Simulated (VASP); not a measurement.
Here is a VASP 6.6.1 calculation.

INCAR

```
PREC = Accurate ; ENCUT = 910
EDIFF = 1E-7 ; ISMEAR = 0
SIGMA = 0.1 ; LREAL = F
LASPH = T ; NELM = 120
ALGO = Normal ; ISIF = 3
LWAVE = F ; LCHARG = F
GGA = PE ; IBRION = 2
NSW = 90 ; EDIFFG = -0.04
GGA_COMPAT = F ; NELMIN = 4
```

File KPOINTS:

```
regular mesh
0
Gamma
  6 6 4
```

Contents of POSCAR:

```
C
1.0
    3.4454910138      0.0000000000      0.0000000000
    0.0000000000      3.4454910138      0.0000000000
    0.0000000000      0.0000000000      4.1798691399
C
4
Direct
    0.1979084365      0.5000000000      0.0000000000
    0.8020915635      0.5000000000      0.0000000000
    0.5000000000      0.1979084365      0.0000000000
    0.5000000000      0.8020915635      0.0000000000
```

Potentials or basis: VASP PAW PBE potentials, release 64 (C_h).

The run is started by

```sh
$ cat potpaw_PBE.64/C_h/POTCAR > POTCAR
$ mpirun -np 1 vasp_std > vasp.out
```

(1) What does it give for the relaxed volume?

(2) What does it give for the band gap on the k mesh?

(3) Estimate the space group after relaxing (to 0.05 Å).

Answers

(1) 12.40 Å³/atom.

(2) zero (band 8 reaches 4.24 eV, above the bottom of band 9 at -0.22 eV).

(3) P4/mmm (No. 123).

Caveat: the k points lie up to 0.38 Å⁻¹ apart in the final cell; the cutoff is under 1.25 times the usual one of these potentials, so pressure, stress and relaxed cells hold a basis-set (Pulay) error; this functional lacks dispersion, which binds the layers, so the pressure and a relaxed spacing across them are unreliable.
